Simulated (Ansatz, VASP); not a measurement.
Mn: VASP beside Ansatz

INCAR

```
SYSTEM = Mn
PREC     = Accurate       ! precision mode
ENCUT    = 520            ! plane-wave cutoff, eV
EDIFF    = 1E-6           ! SCF threshold, eV
ISMEAR   = -1             ! smearing method
SIGMA    = 0.1            ! smearing width, eV
LREAL    = .False.        ! projectors in reciprocal space
LASPH    = .True.         ! aspherical terms in the spheres
NELM     = 80             ! most SCF steps
ALGO     = Normal         ! electronic algorithm
ISIF     = 2              ! what is computed and relaxed
LWAVE    = .False.        ! write WAVECAR
LCHARG   = .False.        ! write CHGCAR
GGA      = RE             ! functional
NBANDS   = 26             ! bands
```

KPOINTS

```
regular mesh
0
Gamma
  10 10 14
  0 0 0
```

The input POSCAR:

```
Mn
1.0
    3.9777330442      0.0000000000      0.0000000000
   -1.9888665221      3.4448178657      0.0000000000
    0.0000000000      0.0000000000      2.4937620193
Mn
3
Direct
    0.0000000000      0.0000000000      0.0000000000
    0.3333333333      0.6666666667      0.5000000000
    0.6666666667      0.3333333333      0.5000000000
```

Input for Ansatz:

```yaml
crystal:
  lattice:
    - [3.9777330442, 0.0, 0.0]
    - [-1.9888665221, 3.4448178657, 0.0]
    - [0.0, 0.0, 2.4937620193]
  atoms:
    - { symbol: Mn, position: [0.0, 0.0, 0.0] }
    - { symbol: Mn, position: [0.3333333333, 0.6666666667, 0.5] }
    - { symbol: Mn, position: [0.6666666667, 0.3333333333, 0.5] }
hamiltonian:
  xc: revpbe
  pseudopotentials:
    kind: paw
    azcp:
      Mn: "pseudopotentials/Mn.paw.azcp"
basis:
  ecutwfc: 420
  fft_grid_basis: typed
kpoints:
  mp_grid: { grid: [10, 10, 14], shift: [0, 0, 0] }
magnetization:
  spin_polarized: false
scf:
  occupations: { method: fermi_dirac, width: 0.1 }
  lower_state_search: "off"
output:
  stress: true
```

Alike in both runs: task single point; functional revPBE; k mesh 10 × 10 × 14; occupations fermi-dirac, width 0.1 eV; no spin polarisation.

```csv
,VASP,Ansatz
version,VASP 6.6.1,Ansatz 0.2.0
potentials or method,"VASP PAW PBE potentials, release 64 (Mn_pv), cutoff 520 eV","plane waves (420 eV) with PAW, scalar-relativistic"
valence electrons in the cell,39,45
```

|  | VASP | Ansatz | Ansatz less VASP |
| --- | --- | --- | --- |
| pressure (GPa) | -9.3 | -9.4 | -0.14 |
| traceless stress, the component that is largest in VASP (GPa) | 0.35 | 0.41 | +0.062 |

VASP's potentials were made for PBE, not for revPBE. VASP's potentials hold 39 valence electrons a cell and Ansatz's 45, so a difference there can come from the potentials and not from the codes.
